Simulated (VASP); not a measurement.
# Re (P6_3/mmc) in VASP: further runs

The runs below take Re through single point, with r2SCAN.

Program: VASP 6.6.1. These are calculated values, not measurements. Logs are shortened: lines on timing, memory, paths and dates and some standing lists are left out, and cuts for length are marked.

**1. The cell of the first run**

It takes space group P6_3/mmc (No. 194, hexagonal). The conventional cell has a = 2.760 Å, b = 2.760 Å, c = 4.457 Å, α = 90.00°, β = 90.00°, γ = 120.00°. Re (site symmetry -6m2) has 12 Re at 2.74 to 2.76 Å within 3.6 Å.

**2. Single point, r2SCAN**

Contents of POSCAR:

```
Re
1.0
    2.7598270443      0.0000000000      0.0000000000
   -1.3799135221      2.3900803304      0.0000000000
    0.0000000000      0.0000000000      4.4572270891
Re
2
Direct
    0.3333333333      0.6666666667      0.2500000000
    0.6666666667      0.3333333333      0.7500000000
```

Contents of INCAR.step1:

```
SYSTEM = Re
  PREC = Accurate
  ENCUT = 520
  ISMEAR = 1
  SIGMA = 1.0
  LREAL = .False.
  LASPH = .True.
  NELM = 100
  NBANDS = 14
  GGA = PE
  ALGO = Normal
  EDIFF = 1E-4
  LWAVE = .True.
  LCHARG = .False.
```

Contents of INCAR.step2:

```
SYSTEM = Re
  PREC = Accurate
  ENCUT = 520
  EDIFF = 1E-7
  ISMEAR = 1
  SIGMA = 1.0
  LREAL = .False.
  LASPH = .True.
  NELM = 100
  ALGO = Normal
  ISIF = 2
  LWAVE = .False.
  LCHARG = .False.
  METAGGA = R2SCAN
  LMIXTAU = .True.
  NBANDS = 14
  ISTART = 1
```

Contents of KPOINTS:

```
regular mesh
0
Gamma
  13 13 7
  0 0 0
```

Potentials or basis: VASP PAW PBE potentials, release 64 (Re).

Run with:

```console
$ cat potpaw_PBE.64/Re/POTCAR > POTCAR
$ cp INCAR.step1 INCAR
$ mpirun -np 1 vasp_std > vasp.out
$ cp INCAR.step2 INCAR
$ mpirun -np 1 vasp_std > vasp.out
```

OUTCAR:

```text
SYSTEM = Re
   PREC = Accurate
   ENCUT = 520
   EDIFF = 1E-7
   ISMEAR = 1
   LREAL = .False.
   LASPH = .True.
   NELM = 100
   ISIF = 2
   METAGGA = R2SCAN
   ISTART = 1

 ion  position               nearest neighbor table
   1  0.333  0.667  0.250-   2 2.74   2 2.74   2 2.74   2 2.74   2 2.74   2 2.74
   2  0.667  0.333  0.750-   1 2.74   1 2.74   1 2.74   1 2.74   1 2.74   1 2.74

  LATTYP: Found a hexagonal cell.
 ALAT       =     2.7598270443
 C/A-ratio  =     1.6150385577

  Lattice vectors:

 A1 = (   2.7598270443,   0.0000000000,   0.0000000000)
 A2 = (  -1.3799135221,   2.3900803304,   0.0000000000)
 A3 = (   0.0000000000,   0.0000000000,   4.4572270891)

Analysis of symmetry for initial positions (statically):
=====================================================================
 Subroutine PRICEL returns:
 Original cell was already a primitive cell.

 Routine SETGRP: Setting up the symmetry group for a
 hexagonal supercell.

 Subroutine GETGRP returns: Found 24 space group operations
 (whereof 12 operations were pure point group operations)
 out of a pool of 24 trial point group operations.

The static configuration has the point symmetry D_3d.
 The point group associated with its full space group is D_6h.

Analysis of symmetry for dynamics (positions and initial velocities):
=====================================================================
 Subroutine PRICEL returns:
 Original cell was already a primitive cell.

 Routine SETGRP: Setting up the symmetry group for a
 hexagonal supercell.

 Subroutine GETGRP returns: Found 24 space group operations
 (whereof 12 operations were pure point group operations)
 out of a pool of 24 trial point group operations.

The dynamic configuration has the point symmetry D_3d.
 The point group associated with its full space group is D_6h.

 Subroutine INISYM returns: Found 24 space group operations
 (whereof 12 operations are pure point group operations),
 and found     1 'primitive' translations

----------------------------------------------------------------------------------------

                                     Primitive cell

  volume of cell :      29.4008

  direct lattice vectors                    reciprocal lattice vectors
     2.759827044  0.000000000  0.000000000     0.362341547  0.209197990  0.000000000
    -1.379913522  2.390080330  0.000000000     0.000000000  0.418395979  0.000000000
     0.000000000  0.000000000  4.457227089     0.000000000  0.000000000  0.224354734

  length of vectors
     2.759827044  2.759827044  4.457227089     0.418395979  0.418395979  0.224354734

[... 87 lines left out ...]
   ISYM   =      2    0-nonsym 1-usesym 2-fastsym
   POTIM  = 0.5000    time-step for ionic-motion
   TEBEG  =    0.0;   TEEND  =   0.0 temperature during run
   PSTRESS=    0.0 pullay stress
   NELECT =      14.0000    total number of electrons
   NUPDOWN=      -1.0000    fix difference up-down
   EMIN   =  10.00;   EMAX   =-10.00  energy-range for DOS
   EFERMI =   0.00;   METHOD = LEGACY
   ISMEAR =     1;   SIGMA  =   1.00  broadening in eV -4-tet -1-fermi 0-gaus
   EFERMI_NEDOS =   21; number of points for ismear=-14 and -15
   IALGO  =     38    algorithm
   IMIX   =      4    mixing-type and parameters
     AMIX     =   0.40;   BMIX     =  1.00
     AMIX_MAG =   1.60;   BMIX_MAG =  1.00
  volume/ion in A,a.u.               =      14.70        99.20
  Fermi-wavevector in a.u.,A,eV,Ry     =   1.278393  2.415813 22.235856  1.634289
  Thomas-Fermi vector in A             =   2.410938
   LORBIT       =      0    0 simple, 1 ext, 2 COOP (PROOUT), +10 PAW based schemes
   METAGGA = R2SCAN    functional components
   LHFCALC =     F    Hartree Fock is set to
   AEXX    =    0.0000 exact exchange contribution
   IVDW    =     0    specifies the selected vdW correction
   LEPSILON=     F    determine dielectric tensor
   LRPA    =     F    only Hartree local field effects (RPA)
 non-spin polarized calculation
 Methfessel and Paxton  Order N= 1 SIGMA  =   1.00
  energy-cutoff  :      520.00
  volume of cell :       29.40
 maximum number of plane-waves:       808
 NGX is ok and might be reduce to    24
   NGX = 11   NGY = 11   NGZ = 17

 number of electron      14.0000000 magnetization

 Free energy of the ion-electron system (eV)
  ---------------------------------------------------
  ext. energy  EPLUGINS =         0.00000000
  ---------------------------------------------------
  free energy    TOTEN  =      -104.88290642 eV

  energy without entropy =     -104.90572234  energy(sigma->0) =     -104.89051172

 E-fermi :   7.7092     XC(G=0): -14.9952

 val. band max:        7.6807950537   @ k =   0.3846   0.1538   0.2857
 cond. band min:       7.7112976037   @ k =   0.1538   0.0769   0.0000
 fundamental gap:      0.0305025500
 Fermi energy:         7.7091939489

 k-point     1 :       0.0000    0.0000    0.0000
  band No.  band energies     occupation
      1      -2.6550      2.00000
      2       0.7588      2.00000
      3       6.0568      2.04133
      4       6.0675      2.04230
      5       6.0675      2.04230
      6       6.9323      1.96779
      7       6.9323      1.96779
      8       7.9182      0.65472
      9       7.9182      0.65472
     10       8.2478      0.21888
     11      11.2219     -0.00001
     12      11.2219     -0.00001
     13      18.2664     -0.00000
     14      22.5174     -0.00000
[... 377 lines left out ...]
      1      -1.4544      2.00000
      2       1.6458      2.00000
      3       4.9242      2.00059
      4       5.2629      2.00293
      5       6.1171      2.04687
      6       6.6558      2.05964
      7       6.9345      1.96659
      8       7.5010      1.34408
      9       7.9623      0.58649
     10       8.1164      0.37008
     11      11.5587     -0.00000
     12      13.4200     -0.00000
     13      19.2346     -0.00000
     14      23.9720     -0.00000

 [... further k-points ...]
[... 5 lines left out ...]
  --------------------------------------------------------------------------------------
  -------------------------------------------------------------------------------------
  Total        0.0208441      0.0208441     -0.1376435      0.0000000      0.0000000      0.0000000
  in kB        1.1358874      1.1358874     -7.5007937      0.0000000      0.0000000      0.0000000
  external PRESSURE =      -1.7430063 kB  Pullay stress =       0.0000000 kB

 VOLUME and BASIS-vectors are now :
 -----------------------------------------------------------------------------
  energy-cutoff  :      520.00
  volume of cell :       29.40
      direct lattice vectors                 reciprocal lattice vectors
     2.759827044  0.000000000  0.000000000     0.362341547  0.209197990  0.000000000
    -1.379913522  2.390080330  0.000000000     0.000000000  0.418395979  0.000000000
     0.000000000  0.000000000  4.457227089     0.000000000  0.000000000  0.224354734

 POSITION                                       TOTAL-FORCE (eV/Angst)
 -----------------------------------------------------------------------------------
     -0.00000      1.59339      1.11431        -0.000000     -0.000000      0.000000
      1.37991      0.79669      3.34292         0.000000      0.000000      0.000000
 -----------------------------------------------------------------------------------
    total drift:                                0.000000     -0.000000     -0.000000

  FREE ENERGIE OF THE ION-ELECTRON SYSTEM (eV)
  ---------------------------------------------------
  free  energy   TOTEN  =      -104.8829064177 eV

  energy  without entropy=     -104.9057223383  energy(sigma->0) =     -104.89051172
```

Run time: 70 s. Hardware: 1 thread of Intel Xeon 6975P-C (Granite Rapids), shared host; peak memory 0.17 GiB.

Results:

- Free energy: -104.8829 eV
- Pressure: -0.2 GPa
- Band gap on the k mesh: zero (bands 7 and 8 overlap by 2.81 eV)

Stress tensor (GPa, compression positive):
```
 0.11  0.00  0.00
 0.00  0.11  0.00
 0.00  0.00 -0.75
```

Caveat: so wide a smearing shifts energies and pressures; the PAW data sets were made with another functional, which shifts forces and pressure a little; spin-orbit coupling is left out, which moves the levels of the heavy elements.

**3. Single point, r2SCAN**

POSCAR is that of step 2.

Contents of INCAR.step1:

```
SYSTEM = Re
ALGO = Normal
EDIFF = 1E-4
ENCUT = 520
GGA = PE
ISMEAR = 1
LASPH = .TRUE.
LCHARG = .FALSE.
LREAL = .FALSE.
LWAVE = .TRUE.
NBANDS = 14
NELM = 100
PREC = Accurate
SIGMA = 0.01
```

Contents of INCAR.step2:

```
SYSTEM = Re
ALGO = Normal
EDIFF = 1E-7
ENCUT = 520
ISIF = 2
ISMEAR = 1
ISTART = 1
LASPH = .TRUE.
LCHARG = .FALSE.
LMIXTAU = .TRUE.
LREAL = .FALSE.
LWAVE = .FALSE.
METAGGA = R2SCAN
NBANDS = 14
NELM = 100
PREC = Accurate
SIGMA = 0.01
```

Contents of KPOINTS:

```
k-points
0
G
  13 13 7
  0 0 0
```

Potentials or basis: VASP PAW PBE potentials, release 64 (Re).

Run with:

```console
$ cat potpaw_PBE.64/Re/POTCAR > POTCAR
$ cp INCAR.step1 INCAR
$ mpirun -np 1 vasp_std > vasp.out
$ cp INCAR.step2 INCAR
$ mpirun -np 1 vasp_std > vasp.out
```

Run time: 77 s. Hardware: 1 thread of Intel Xeon 6975P-C (Granite Rapids), shared host; peak memory 0.18 GiB.

Results (log left out):

```
Free energy            : -104.8998 eV
Pressure               : -0.1 GPa
Band gap on the k mesh : zero (bands 7 and 8 overlap by 2.80 eV)
```

Stress tensor (GPa, compression positive):
```
-0.07  0.00  0.00
 0.00 -0.07  0.00
 0.00  0.00 -0.29
```

Levels at points of the mesh, in eV from the Fermi level:
```csv
k point,band 5,band 6,band 7,band 8,band 9,band 10
"(0.00, 0.00, 0.00)",-1.58,-0.72,-0.72,0.26,0.26,0.60
```

Caveat: the PAW data sets were made with another functional, which shifts forces and pressure a little; spin-orbit coupling is left out, which moves the levels of the heavy elements.

(Continued in part 2 of 4.)

The gap in the log of VASP goes by the Fermi energy; the results here count the filled bands.